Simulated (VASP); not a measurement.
H16CO10, 27 atoms in the cell. The cell holds a disordered packing, 27 atoms: a = 6.583 Å, b = 6.583 Å, c = 6.583 Å, α = 90.00°, β = 90.00°, γ = 90.00°. 

| Property | Result |
| --- | --- |
| Program | VASP 6.6.1 |
| Task | single point |
| Functional | PBE |
| Dispersion | D3(BJ) |
| Potentials or basis | VASP PAW PBE potentials, release 64 (O_h, H_h, C_h) |
| Cutoff | 1000 eV |
| k mesh | 1 × 1 × 1 |
| Occupations | fermi-dirac, width 0.05 eV |
| Spin | no spin polarisation |
| Dipole correction | no |
| Further INCAR settings | LREAL = Auto; ALGO = Normal; EDIFF = 1e-06; NBANDS = 59 |

Potentials or basis: VASP PAW PBE potentials, release 64 (O_h, H_h, C_h).

The run is started by

```bash
$ cat potpaw_PBE.64/O_h/POTCAR potpaw_PBE.64/H_h/POTCAR potpaw_PBE.64/C_h/POTCAR > POTCAR
$ mpirun -np 1 vasp_gam > vasp.out
```

Hardware: 1 thread of Intel(R) Xeon(R) Platinum 8259CL CPU @ 2.50GHz (Skylake/Cascade Lake), with other jobs on the host.

Q: How long does it take, and how much memory?

A: It took 2.4 min on 1 thread of Intel(R) Xeon(R) Platinum 8259CL CPU @ 2.50GHz (Skylake/Cascade Lake), on a shared host, peak memory 0.62 GiB. Counts: scf iterations 16, k points 1.
